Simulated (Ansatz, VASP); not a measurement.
# SiO2 in VASP and in Ansatz

```
CELL_PARAMETERS angstrom
5.06052 0.00000 0.00000
-2.53026 4.38254 0.00000
0.00000 0.00000 5.54135
ATOMIC_POSITIONS crystal
Si 0.00000 0.50000 0.33333
Si 0.50000 0.50000 0.66667
Si 0.50000 0.00000 0.00000
O 0.58279 0.79139 0.83333
O 0.79139 0.58279 0.50000
O 0.79139 0.20861 0.16667
O 0.41721 0.20861 0.83333
O 0.20861 0.41721 0.50000
O 0.20861 0.79139 0.16667
```

Alike in both runs: task single point; functional PBE; k mesh 6 × 6 × 4; occupations gaussian, width 0.02 eV; no spin polarisation.

|  | VASP | Ansatz |
| --- | --- | --- |
| version | VASP 6.6.1 | Ansatz 0.2.0 |
| potentials or method | VASP PAW PBE potentials, release 64 (Si, O), cutoff 520 eV | scalar-relativistic, plane waves, PAW |
| valence electrons in the cell | 48 | 48 |

Ansatz gave:

| Quantity | Value |
| --- | --- |
| gap on the k mesh at the Fermi level (eV) | 5.72 |
| least direct gap on the mesh (eV) | 5.91 |
| pressure (GPa) | 5.0 |
| traceless stress, the component that is largest in VASP (GPa) | -0.06 |
| rms of the force components (eV/Å) | 0.117 |

Task: Estimate VASP's values.

Result: gap on the k mesh at the Fermi level (eV): 5.72; least direct gap on the mesh (eV): 5.91; pressure (GPa): 5.1; traceless stress, the component that is largest in VASP (GPa): -0.03; rms of the force components (eV/Å): 0.111.

Atom by atom the forces differ by 0.006 eV/Å (rms over components). With one functional, cell and mesh, what is left measures potentials, basis and numerics.
